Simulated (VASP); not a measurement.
Write the native input for VASP 6.6.1 that does the following.

* Task: single point
* Functional: PBE
* Potentials or basis: VASP PAW PBE potentials, release 64 (Re)
* Cutoff: 520 eV
* k mesh: 18 × 18 × 10
* Occupations: gaussian, width 0.15 eV
* Spin: no spin polarisation
* Dipole correction: no
* Further INCAR settings: ALGO = Fast; EDIFF = 1e-06; NBANDS = 14

The structure of Re lies in POSCAR:

```
Re
1.0
    2.8489119573      0.0000000000      0.0000000000
   -1.4244559786      2.4672301281      0.0000000000
    0.0000000000      0.0000000000      4.4842238099
Re
2
Direct
    0.3333333333      0.6666666667      0.1958100197
    0.6666666667      0.3333333333      0.8041899803
```

This cell differs from its parent crystal: atoms displaced along a vibrational mode, the cell strained.

The input as run:

INCAR

```
PREC = Accurate ; ENCUT = 520
EDIFF = 1E-6 ; ISMEAR = 0
SIGMA = 0.15 ; LREAL = False
LASPH = True ; NELM = 80
ALGO = Fast ; ISIF = 2
LWAVE = False ; LCHARG = True
GGA = PE ; LELF = True
LVHAR = True ; NBANDS = 14
```

KPOINTS

```
regular mesh
0
Gamma
  18 18 10
```

Potentials or basis: VASP PAW PBE potentials, release 64 (Re).

The run is started by

```sh
$ cat potpaw_PBE.64/Re/POTCAR > POTCAR
$ mpirun -np 1 vasp_std > vasp.out
```

Results of the run:

| Quantity | Value |
| --- | --- |
| Pressure | 18.5 GPa |
| Largest force | 6.192 eV/Å |
| Band gap on the k mesh | zero (bands 7 and 8 overlap by 2.46 eV) |

Caveat: the cell differs from its parent crystal (atoms displaced along a vibrational mode, the cell strained); the stress differs along the axes, from 13 to 30 GPa; spin-orbit coupling is left out, which moves the levels of the heavy elements; forces of over 1 eV/Å act on the atoms, so gaps and moduli don't describe the material at rest.

It took 77 s on 1 thread of Intel(R) Xeon(R) 6975P-C (Granite Rapids), with other jobs on the host, peak memory 0.25 GiB.
